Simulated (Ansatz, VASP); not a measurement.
Two plane-wave programs on TiPt3

```
Ti Pt
1.0
     3.84076    0.00000    0.00000
     0.00000    3.84076    0.00000
     0.00000    0.00000    3.84076
Ti Pt
1 3
Direct
  0.00000 0.00000 0.00000
  0.00000 0.50000 0.50000
  0.50000 0.00000 0.50000
  0.50000 0.50000 0.00000
```

Alike in both runs: functional r2SCAN; k mesh 9 × 9 × 9; occupations fermi-dirac, width 0.1 eV; no spin polarisation.

Ansatz relaxed the structure, and its values are those at the end. VASP's run is a single point on that final structure, the one shown.

```csv
,VASP,Ansatz
version,VASP 6.6.1,Ansatz 0.2.0
potentials or method,"VASP PAW PBE potentials, release 64 (Ti_sv, Pt), cutoff 520 eV",PAW plane waves
valence electrons in the cell,42,66
```

|  | VASP | Ansatz | Ansatz less VASP |
| --- | --- | --- | --- |
| pressure (GPa) | 19.7 | 18.6 | -1.15 |

VASP's potentials were made for PBE, not for r2SCAN. VASP's potentials hold 42 valence electrons a cell and Ansatz's 66, so a difference there can come from the potentials and not from the codes. Ansatz's warnings: stress scf threshold loose.

Spin-orbit coupling is off throughout.
